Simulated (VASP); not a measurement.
Wanted: the native input for a VASP 6.6.1 run.

| Property | Result |
| --- | --- |
| Task | single point |
| Functional | PBE |
| Potentials or basis | VASP PAW PBE potentials, release 64 (Ru_pv, Al) |
| Cutoff | 450 eV |
| k mesh | 9 × 9 × 1 |
| Occupations | fermi-dirac, width 0.05 eV |
| Spin | no spin polarisation |
| Dipole correction | yes |
| Second try | not_converged |
| Further INCAR settings | ALGO = Normal; EDIFF = 1e-06; NBANDS = 44; AMIX = 0.1; BMIX = 0.0001; NELMDL = -8 |

The structure of AlRu lies in POSCAR:

```
AlRu
1.0
    2.9916000000      0.0000000000      0.0000000000
    0.0000000000      2.9916000000      0.0000000000
    0.0000000000      0.0000000000     25.4706000000
Ru Al
4 4
Direct
    0.5000000000      0.5000000000      0.2944571388
    0.5000000000      0.5000000000      0.4119102024
    0.5000000000      0.5000000000      0.5288102653
    0.5000000000      0.5000000000      0.6492268644
    0.0000000000      0.0000000000      0.3531836706
    0.0000000000      0.0000000000      0.4706367341
    0.0000000000      0.0000000000      0.5871042279
    0.0000000000      0.0000000000      0.6983906633
```

One way to write it, as run:

INCAR

```
PREC = Accurate
ENCUT = 450
EDIFF = 1E-6
ISMEAR = -1
SIGMA = 0.05
LREAL = F
LASPH = T
NELM = 300
ALGO = Normal
ISIF = 2
LWAVE = F
LCHARG = T
LDIPOL = T
IDIPOL = 3
DIPOL = 0.5 0.5 0.499
GGA = PE
LVHAR = T
LVACPOTAV = T
NBANDS = 44
GGA_COMPAT = F
NELMDL = -8
AMIX = 0.1
BMIX = 1E-4
AMIX_MAG = 0.4
BMIX_MAG = 1E-4
KPAR = 4
```

KPOINTS

```
Automatic mesh
0
Gamma
  9 9 1
```

Potentials or basis: VASP PAW PBE potentials, release 64 (Ru_pv, Al).

Run with:

```console
$ cat potpaw_PBE.64/Ru_pv/POTCAR potpaw_PBE.64/Al/POTCAR > POTCAR
$ mpirun -np 4 vasp_std > vasp.out
```

It gave:

```yaml
Largest_force: 0.573 eV/Å
Band_gap_on_the_k_mesh: zero (bands 34 and 35 overlap by 1.82 eV)
```

Run time: 69 s on 4 MPI ranks on Intel(R) Xeon(R) 6975P-C (Granite Rapids), with other jobs on the host, peak memory 0.36 GiB a rank.
